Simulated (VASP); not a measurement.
**InSb: single point with PBEsol**

InSb:

```
In Sb
1.0
     2.89524    0.00000    0.00000
     0.00000    2.89524    0.00000
     0.00000    0.00000    7.01878
In Sb
1 1
Direct
  0.00000 0.00000 0.00000
  0.00000 0.00000 0.50000
```

This cell differs from its parent crystal: ratio of the length along z to the lengths across it x 1.2, volume and fractional coordinates fixed.

```
Program                : VASP 6.6.1
Task                   : single point
Functional             : PBEsol
Potentials or basis    : VASP PAW PBE potentials, release 64 (In_d, Sb)
Cutoff                 : 520 eV
k mesh                 : 18 × 18 × 10
Occupations            : gaussian, width 0.15 eV
Spin                   : no spin polarisation
Dipole correction      : no
Further INCAR settings : ALGO = Normal; EDIFF = 1e-06; NBANDS = 16
```

| Item | Value |
| --- | --- |
| Pressure | 1.7 GPa |
| Band gap on the k mesh | zero (bands 9 and 10 overlap by 4.13 eV) |

Stress tensor (GPa, compression positive):
```
 6.12  0.00  0.00
 0.00  6.12  0.00
 0.00  0.00 -7.03
```

Levels at points of the mesh, in eV from the Fermi level:
| k point | band 6 | band 7 | band 8 | band 9 | band 10 | band 11 | band 12 | band 13 |
| --- | --- | --- | --- | --- | --- | --- | --- | --- |
| (0.00, 0.00, 0.00) | -12.29 | -7.96 | -4.64 | 1.97 | 5.49 | 5.49 | 5.66 | 8.69 |
| (0.50, 0.00, 0.00) | -8.84 | -5.62 | -3.49 | -2.46 | -1.58 | 2.78 | 5.22 | 8.44 |
| (0.50, 0.50, 0.00) | -4.97 | -3.00 | -3.00 | 0.78 | 0.78 | 1.39 | 1.45 | 2.87 |
| (0.00, 0.00, 0.50) | -12.25 | -8.40 | -2.70 | -1.20 | 5.54 | 5.54 | 8.70 | 9.68 |
| (0.50, 0.00, 0.50) | -8.83 | -5.55 | -4.11 | -2.72 | 0.45 | 2.36 | 4.45 | 5.45 |
| (0.50, 0.50, 0.50) | -4.97 | -2.95 | -2.95 | 0.20 | 0.57 | 0.57 | 2.96 | 4.06 |

Wall time 96 s on 1 thread of Intel(R) Xeon(R) 6975P-C (Granite Rapids), with other jobs on the host, peak memory 0.44 GiB.

Caveat: the PAW data sets were made with another functional, which shifts forces and pressure a little; spin-orbit coupling is left out, which moves the levels of the heavy elements.
